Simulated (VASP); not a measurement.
Crystal: PtS2.

```
Pt S
1.0
     3.56667    0.00000    0.00000
    -1.78333    3.08882    0.00000
     0.00000    0.00000    5.07217
Pt S
1 2
Direct
  0.00000 0.00000 0.00000
  0.66667 0.33333 0.77300
  0.33333 0.66667 0.22700
```

Base run:

| Property | Result |
| --- | --- |
| Program | VASP 6.6.1 |
| Functional | r2SCAN |
| Potentials or basis | VASP PAW PBE potentials, release 64 (Pt, S) |
| Cutoff | 520 eV |
| k mesh | 9 × 9 × 5 |
| Occupations | fermi-dirac, width 0.05 eV |
| Spin | no spin polarisation |

Its results: band gap on the k mesh 1.17 eV, indirect (least direct gap 1.23 eV); pressure 5.9 GPa; largest force 0.909 eV/Å.

Question: The run is repeated on the same cell with these changes: functional from r2SCAN to LDA; potentials or basis from VASP PAW PBE potentials, release 64 (Pt, S) to VASP PAW LDA potentials, release 64 (Pt, S). What comes out?

Answer: Band gap on the k mesh 0.89 eV, indirect (least direct gap 0.94 eV); pressure 0.4 GPa; largest force 0.513 eV/Å.

Caveats: spin-orbit coupling is left out, which moves the levels of the heavy elements; the PAW data sets were made with another functional, which shifts forces and pressure a little (some runs).

A k mesh can miss the band edges.
